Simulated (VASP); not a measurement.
Te3MoPt, 5 atoms in the cell. The structure is tetragonal, space group P4mm (No. 99). The conventional cell has a = 4.132 Å, b = 4.132 Å, c = 8.103 Å, α = 90.00°, β = 90.00°, γ = 90.00°. Te (site symmetry 4mm) has 1 Mo at 2.56 Å and 4 Pt at 3.23 Å within 3.4 Å. Te (site symmetry 2mm) has 2 Mo at 2.72 Å and 4 Te at 2.92 Å within 3.6 Å. Mo (site symmetry 4mm) has 5 Te at 2.56 to 2.72 Å and 4 Pt at 3.15 Å within 3.4 Å. Within 4.1 Å of Pt (site symmetry 4mm) lie 4 Mo at 3.15 Å and 8 Te at 3.23 to 3.61 Å. 

- Program: VASP 6.6.1
- Task: single point
- Functional: PBE
- Potentials or basis: VASP PAW PBE potentials, release 64 (Te, Mo_sv, Pt)
- Cutoff: 520 eV
- k mesh: 4 × 4 × 4
- Occupations: gaussian, width 0.1 eV
- Spin: no spin polarisation
- Dipole correction: no
- Further INCAR settings: ALGO = Normal; EDIFF = 1e-07; NBANDS = 29

Potentials or basis: VASP PAW PBE potentials, release 64 (Te, Mo_sv, Pt).

Launch:

```console
$ cat potpaw_PBE.64/Te/POTCAR potpaw_PBE.64/Mo_sv/POTCAR potpaw_PBE.64/Pt/POTCAR > POTCAR
$ mpirun -np 1 vasp_std > vasp.out
```

Hardware: 1 thread of AMD EPYC 7R43 64-Core Processor (Zen 3), on a shared host.

Q: Estimate the wall time of this run.

A: It took 120 s on 1 thread of AMD EPYC 7R43 64-Core Processor (Zen 3) (shared host), peak memory 0.23 GiB. Counts: scf iterations 17, k points 18.
